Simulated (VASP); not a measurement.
# Si2Mo (Cmc2_1) in VASP: further runs

The runs below take Si2Mo through single point, relaxation of cell and atoms, with PBE.

All numbers are computed with VASP 6.6.1; they aren't measurements. Logs are shortened: lines on timing, memory, paths and dates and some standing lists are left out, and cuts for length are marked.

### 1 The cell of the first run

Symmetry: Cmc2_1, No. 36, orthorhombic system. The conventional cell has a = 3.328 Å, b = 8.715 Å, c = 6.145 Å, α = 90.00°, β = 90.00°, γ = 90.00°. Within 3.0 Å of Si (site symmetry m) lie 3 Si at 2.31 to 2.51 Å and 5 Mo at 2.51 to 2.96 Å. Within 3.0 Å of Si (site symmetry m) lie 3 Si at 2.31 to 2.51 Å and 4 Mo at 2.53 to 2.62 Å. Within 3.5 Å of Mo (site symmetry m) lie 9 Si at 2.51 to 2.96 Å and 4 Mo at 3.33 to 3.42 Å.

### 2 Single point, PBE

The input, INCAR:

```
SYSTEM = Si2Mo
ALGO = Normal ; EDIFF = 1E-6
ENCUT = 520 ; GGA = PE
ISIF = 2 ; ISMEAR = 0
LASPH = .TRUE. ; LCHARG = .FALSE.
LREAL = .FALSE. ; LWAVE = .FALSE.
NBANDS = 31 ; NELM = 60
PREC = Accurate ; SIGMA = 0.1
```

The input, KPOINTS:

```
k-points
0
G
  6 6 4
  0 0 0
```

The input, POSCAR:

```
Si2Mo
1.0
    1.6642387664     -4.3575187801      0.0000000000
    1.6642387664      4.3575187801      0.0000000000
    0.0000000000      0.0000000000      6.1452318145
Si Mo
4 2
Direct
    0.4045521431      0.5954478569      0.9787695605
    0.5954478569      0.4045521431      0.4787695605
    0.1947014129      0.8052985871      0.2072404189
    0.8052985871      0.1947014129      0.7072404189
    0.9142564988      0.0857435012      0.3138806809
    0.0857435012      0.9142564988      0.8138806809
```

Potentials or basis: VASP PAW PBE potentials, release 64 (Si, Mo_sv).

On the command line:

```
cat potpaw_PBE.64/Si/POTCAR potpaw_PBE.64/Mo_sv/POTCAR > POTCAR
mpirun -np 1 vasp_std > vasp.out
```

OUTCAR:

```text
SYSTEM = Si2Mo
   EDIFF = 1E-6
   ENCUT = 520
   GGA = PE
   ISIF = 2
   ISMEAR = 0
   LASPH = .TRUE.
   LREAL = .FALSE.
   NELM = 60
   PREC = Accurate

 ion  position               nearest neighbor table
   1  0.405  0.595  0.979-   3 2.31   6 2.51   6 2.51   4 2.51   4 2.51   5 2.65   5 2.65   6 2.96

   2  0.595  0.405  0.479-   4 2.31   5 2.51   5 2.51   3 2.51   3 2.51   6 2.65   6 2.65   5 2.96

   3  0.195  0.805  0.207-   1 2.31   2 2.51   2 2.51   5 2.53   6 2.60   5 2.62   5 2.62
   4  0.805  0.195  0.707-   2 2.31   1 2.51   1 2.51   6 2.53   5 2.60   6 2.62   6 2.62
   5  0.914  0.086  0.314-   2 2.51   2 2.51   3 2.53   4 2.60   3 2.62   3 2.62   1 2.65   1 2.65
                             2 2.96   6 3.42   6 3.42
   6  0.086  0.914  0.814-   1 2.51   1 2.51   4 2.53   3 2.60   4 2.62   4 2.62   2 2.65   2 2.65
                             1 2.96   5 3.42   5 3.42

  LATTYP: Found a base centered orthorhombic cell.
 ALAT       =     3.3284775328
 B/A-ratio  =     2.6183254880
 C/A-ratio  =     1.8462590641

  Lattice vectors:

 A1 = (   1.6642387664,  -4.3575187801,   0.0000000000)
 A2 = (   1.6642387664,   4.3575187801,   0.0000000000)
 A3 = (   0.0000000000,   0.0000000000,   6.1452318145)

Analysis of symmetry for initial positions (statically):
=====================================================================
 Subroutine PRICEL returns:
 Original cell was already a primitive cell.

 Routine SETGRP: Setting up the symmetry group for a
 base centered orthorhombic supercell.

 Subroutine GETGRP returns: Found  4 space group operations
 (whereof  2 operations were pure point group operations)
 out of a pool of  8 trial point group operations.

The static configuration has the point symmetry C_1h.
 The point group associated with its full space group is C_2v.

Analysis of symmetry for dynamics (positions and initial velocities):
=====================================================================
 Subroutine PRICEL returns:
 Original cell was already a primitive cell.

 Routine SETGRP: Setting up the symmetry group for a
 base centered orthorhombic supercell.

 Subroutine GETGRP returns: Found  4 space group operations
 (whereof  2 operations were pure point group operations)
 out of a pool of  8 trial point group operations.

The dynamic configuration has the point symmetry C_1h.
 The point group associated with its full space group is C_2v.

 Subroutine INISYM returns: Found  4 space group operations
 (whereof  2 operations are pure point group operations),
 and found     1 'primitive' translations

----------------------------------------------------------------------------------------

                                     Primitive cell

  volume of cell :      89.1298

  direct lattice vectors                    reciprocal lattice vectors
     1.664238766 -4.357518780  0.000000000     0.300437660 -0.114744199  0.000000000
     1.664238766  4.357518780  0.000000000     0.300437660  0.114744199  0.000000000
     0.000000000  0.000000000  6.145231814     0.000000000  0.000000000  0.162727791

  length of vectors
     4.664510756  4.664510756  6.145231814     0.321603822  0.321603822  0.162727791

  position of ions in fractional coordinates (direct lattice)
     0.404552143  0.595447857  0.978769560
     0.595447857  0.404552143  0.478769560
     0.194701413  0.805298587  0.207240419
     0.805298587  0.194701413  0.707240419
     0.914256499  0.085743501  0.313880681
     0.085743501  0.914256499  0.813880681

  ion indices of the primitive-cell ions
   primitive index   ion index
                 1           1
                 2           2
                 3           3
                 4           4
                 5           5
                 6           6

----------------------------------------------------------------------------------------

 KPOINTS: k-points

Automatic generation of k-mesh.
 Grid dimensions read from file:
 generate k-points for:    6    6    4

 Generating k-lattice:

  Cartesian coordinates                     Fractional coordinates (reciprocal lattice)
     0.050072943 -0.019124033  0.000000000     0.166666667 -0.000000000  0.000000000
     0.050072943  0.019124033  0.000000000    -0.000000000  0.166666667  0.000000000
     0.000000000  0.000000000  0.040681948     0.000000000  0.000000000  0.250000000

  Length of vectors
     0.053600637  0.053600637  0.040681948

  Shift w.r.t. Gamma in fractional coordinates (k-lattice)
     0.000000000  0.000000000  0.000000000

 Subroutine IBZKPT returns following result:
 ===========================================

 Found     39 irreducible k-points:

 Following reciprocal coordinates:
            Coordinates               Weight
  0.000000  0.000000  0.000000      1.000000
  0.166667 -0.000000  0.000000      4.000000
  0.333333 -0.000000  0.000000      4.000000
  0.500000 -0.000000  0.000000      2.000000
  0.166667  0.166667  0.000000      2.000000
  0.333333  0.166667  0.000000      4.000000
[... 16 lines left out ...]
  0.333333  0.333333  0.250000      4.000000
  0.500000  0.333333  0.250000      8.000000
 [... further k-points ...]
   k-points           NKPTS =     39   k-points in BZ     NKDIM =     39   number of bands    NBANDS=     31
   number of dos      NEDOS =    301   number of ions     NIONS =      6
   total plane-waves  NPLWV =  62208
   dimension x,y,z NGX =    36 NGY =   36 NGZ =   48
   dimension x,y,z NGXF=    72 NGYF=   72 NGZF=   96
   ions per type =               4   2
   NGX,Y,Z   is equivalent  to a cutoff of  12.83, 12.83, 12.99 a.u.
   NGXF,Y,Z  is equivalent  to a cutoff of  25.66, 25.66, 25.97 a.u.
 SYSTEM =  Si2Mo
   PREC   = accura    normal or accurate (medium, high low for compatibility)
   ISTART =      0    job   : 0-new  1-cont  2-samecut
   ICHARG =      2    charge: 1-file 2-atom 10-const
   ISPIN  =      1    spin polarized calculation?
   LNONCOLLINEAR =      F non collinear calculations
   LSORBIT =      F    spin-orbit coupling
   LASPH  =      T    aspherical Exc in radial PAW
   ENCUT  =  520.0 eV  38.22 Ry    6.18 a.u.   8.67  8.67 11.43*2*pi/ulx,y,z
   NELM   =     60;   NELMIN=  2; NELMDL= -5     # of ELM steps
   EDIFF  = 0.1E-05   stopping-criterion for ELM
   LREAL  =      F    real-space projection
   EDIFFG = 0.1E-04   stopping-criterion for IOM
   NSW    =      0    number of steps for IOM
   IBRION =     -1    ionic relax: 0-MD 1-quasi-New 2-CG
   NFREE  =      0    steps in history (QN), initial steepest desc. (CG)
   ISIF   =      2    stress and relaxation
   ISYM   =      2    0-nonsym 1-usesym 2-fastsym
   POTIM  = 0.5000    time-step for ionic-motion
   TEBEG  =    0.0;   TEEND  =   0.0 temperature during run
   PSTRESS=    0.0 pullay stress
   NELECT =      44.0000    total number of electrons
   NUPDOWN=      -1.0000    fix difference up-down
   EMIN   =  10.00;   EMAX   =-10.00  energy-range for DOS
   EFERMI =   0.00;   METHOD = LEGACY
   ISMEAR =     0;   SIGMA  =   0.10  broadening in eV -4-tet -1-fermi 0-gaus
   EFERMI_NEDOS =   21; number of points for ismear=-14 and -15
   IALGO  =     38    algorithm
   IMIX   =      4    mixing-type and parameters
     AMIX     =   0.40;   BMIX     =  1.00
     AMIX_MAG =   1.60;   BMIX_MAG =  1.00
  volume/ion in A,a.u.               =      14.85       100.25
  Fermi-wavevector in a.u.,A,eV,Ry     =   1.293852  2.445026 22.776881  1.674054
  Thomas-Fermi vector in A             =   2.425472
   LORBIT       =      0    0 simple, 1 ext, 2 COOP (PROOUT), +10 PAW based schemes
   GGA     = PE    functional components
   LHFCALC =     F    Hartree Fock is set to
   AEXX    =    0.0000 exact exchange contribution
   IVDW    =     0    specifies the selected vdW correction
   LEPSILON=     F    determine dielectric tensor
   LRPA    =     F    only Hartree local field effects (RPA)
 non-spin polarized calculation
 Gauss-broadening in eV      SIGMA  =   0.10
  energy-cutoff  :      520.00
  volume of cell :       89.13
 maximum number of plane-waves:      2423
   NGX = 17   NGY = 17   NGZ = 23

 number of electron      44.0000000 magnetization

 Free energy of the ion-electron system (eV)
  ---------------------------------------------------
  ext. energy  EPLUGINS =         0.00000000
  ---------------------------------------------------
  free energy    TOTEN  =       -44.79804901 eV

  energy without entropy =      -44.79008966  energy(sigma->0) =      -44.79406933

 E-fermi :  10.5512     XC(G=0): -11.8451

 val. band max:       10.5480089162   @ k =  -0.3333   0.3333   0.2500
 cond. band min:      10.6015728194   @ k =  -0.3333   0.3333   0.2500
 fundamental gap:      0.0535639031
 Fermi energy:        10.5511758339

 k-point     1 :       0.0000    0.0000    0.0000
  band No.  band energies     occupation
      1     -50.1061      2.00000
      2     -50.0982      2.00000
      3     -24.3365      2.00000
      4     -24.3082      2.00000
      5     -24.2529      2.00000
      6     -24.1883      2.00000
[... 23 lines left out ...]
     30      14.7942      0.00000
     31      14.8594      0.00000

 k-point     2 :       0.1667   -0.0000    0.0000
  band No.  band energies     occupation
      1     -50.1034      2.00000
      2     -50.0956      2.00000
      3     -24.3305      2.00000
      4     -24.3037      2.00000
      5     -24.2497      2.00000
      6     -24.2249      2.00000
[... 23 lines left out ...]
     30      14.9390      0.00000
     31      15.1915      0.00000

 k-point     3 :       0.3333   -0.0000    0.0000
  band No.  band energies     occupation
      1     -50.0980      2.00000
      2     -50.0904      2.00000
      3     -24.3189      2.00000
      4     -24.3088      2.00000
      5     -24.2947      2.00000
      6     -24.2923      2.00000
[... 23 lines left out ...]
     30      14.8376      0.00000
     31      15.4030      0.00000

 k-point     4 :       0.5000   -0.0000    0.0000
  band No.  band energies     occupation
      1     -50.0953      2.00000
      2     -50.0878      2.00000
      3     -24.3505      2.00000
      4     -24.3321      2.00000
      5     -24.3127      2.00000
      6     -24.2901      2.00000
[... 23 lines left out ...]
     30      14.7550      0.00000
     31      15.4566      0.00000

 k-point     5 :       0.1667    0.1667    0.0000
  band No.  band energies     occupation
      1     -50.0980      2.00000
      2     -50.0904      2.00000
      3     -24.3186      2.00000
      4     -24.3087      2.00000
      5     -24.2939      2.00000
      6     -24.2925      2.00000
[... 23 lines left out ...]
     30      14.4261      0.00000
     31      14.9991      0.00000
[... 542 lines left out ...]
     30      15.4356      0.00000
     31      16.0241      0.00000

 k-point    22 :      -0.1667    0.1667    0.2500
  band No.  band energies     occupation
      1     -50.1048      2.00000
      2     -50.0993      2.00000
      3     -24.3325      2.00000
      4     -24.3132      2.00000
      5     -24.2457      2.00000
      6     -24.1993      2.00000
[... 23 lines left out ...]
     30      14.8742      0.00000
     31      15.6625      0.00000

 k-point    23 :       0.3333    0.3333    0.2500
  band No.  band energies     occupation
      1     -50.0967      2.00000
      2     -50.0915      2.00000
      3     -24.3177      2.00000
      4     -24.3072      2.00000
      5     -24.3009      2.00000
      6     -24.2947      2.00000
[... 23 lines left out ...]
     30      15.5932      0.00000
     31      15.5937      0.00000

 k-point    24 :       0.5000    0.3333    0.2500
  band No.  band energies     occupation
      1     -50.1020      2.00000
      2     -50.0967      2.00000
      3     -24.3304      2.00000
      4     -24.3129      2.00000
      5     -24.2430      2.00000
      6     -24.2239      2.00000
[... 23 lines left out ...]
     30      15.5292      0.00000
     31      16.5023      0.00000

 [... further k-points ...]

------------------------ aborting loop because EDIFF is reached ----------------------------------------

  FORCE on cell =-STRESS in cart. coord.  units (eV):
  Direction    XX          YY          ZZ          XY          YZ          ZX
  --------------------------------------------------------------------------------------
  -------------------------------------------------------------------------------------
  Total        0.0689145      0.2023993      0.1087995      0.0000000      0.0000000      0.0000000
  in kB        1.2387906      3.6382834      1.9557549      0.0000000      0.0000000      0.0000000
  external PRESSURE =       2.2776096 kB  Pullay stress =       0.0000000 kB

 VOLUME and BASIS-vectors are now :
 -----------------------------------------------------------------------------
  energy-cutoff  :      520.00
  volume of cell :       89.13
      direct lattice vectors                 reciprocal lattice vectors
     1.664238766 -4.357518780  0.000000000     0.300437660 -0.114744199  0.000000000
     1.664238766  4.357518780  0.000000000     0.300437660  0.114744199  0.000000000
     0.000000000  0.000000000  6.145231814     0.000000000  0.000000000  0.162727791

 POSITION                                       TOTAL-FORCE (eV/Angst)
 -----------------------------------------------------------------------------------
      1.66424      0.83183      6.01477         0.000000      0.037978      0.024603
      1.66424     -0.83183      2.94215         0.000000     -0.037978      0.024603
      1.66424      2.66069      1.27354         0.000000      0.023161     -0.002057
      1.66424     -2.66069      4.34616         0.000000     -0.023161     -0.002057
      1.66424     -3.61026      1.92887         0.000000      0.061870     -0.022546
      1.66424      3.61026      5.00149         0.000000     -0.061870     -0.022546
 -----------------------------------------------------------------------------------
    total drift:                                0.000000      0.000000      0.000463

  FREE ENERGIE OF THE ION-ELECTRON SYSTEM (eV)
  ---------------------------------------------------
  free  energy   TOTEN  =       -44.7980490058 eV

  energy  without entropy=      -44.7900896607  energy(sigma->0) =      -44.79406933
```

Wall time 1.7 min (1 thread of Intel Xeon Platinum 8375C at 2.90GHz (Ice Lake), shared host); peak memory 0.28 GiB.

What came out:

* Free energy: -44.7980 eV
* Pressure: 0.2 GPa
* Largest force: 0.066 eV/Å
* Band gap on the k mesh: zero (bands 22 and 23 overlap by 0.32 eV)

Forces in eV/Å, atoms in the order of the input:
```
Si   0.000  0.038  0.025
Si   0.000 -0.038  0.025
Si   0.000  0.023 -0.002
Si   0.000 -0.023 -0.002
Mo   0.000  0.062 -0.023
Mo   0.000 -0.062 -0.023
```

Stress tensor (GPa, compression positive):
```
0.12 0.00 0.00
0.00 0.36 0.00
0.00 0.00 0.20
```

Levels at points of the mesh, in eV from the Fermi level:
| k point | band 20 | band 21 | band 22 | band 23 | band 24 | band 25 |
| --- | --- | --- | --- | --- | --- | --- |
| (0.00, 0.00, 0.00) | -1.24 | -0.93 | -0.22 | 0.82 | 1.37 | 3.09 |
| (0.50, 0.00, 0.00) | -1.93 | -1.56 | -0.77 | 0.84 | 1.97 | 2.20 |
| (0.50, 0.50, 0.00) | -1.02 | -0.71 | -0.33 | -0.25 | 0.60 | 0.69 |
| (0.00, 0.00, 0.50) | -1.38 | -0.13 | -0.13 | 1.74 | 1.74 | 2.64 |
| (0.50, 0.00, 0.50) | -2.10 | -0.92 | -0.92 | 1.66 | 1.66 | 2.07 |
| (0.50, 0.50, 0.50) | -1.83 | -0.41 | -0.41 | 0.34 | 0.34 | 1.61 |

(Continued in part 2 of 2.)
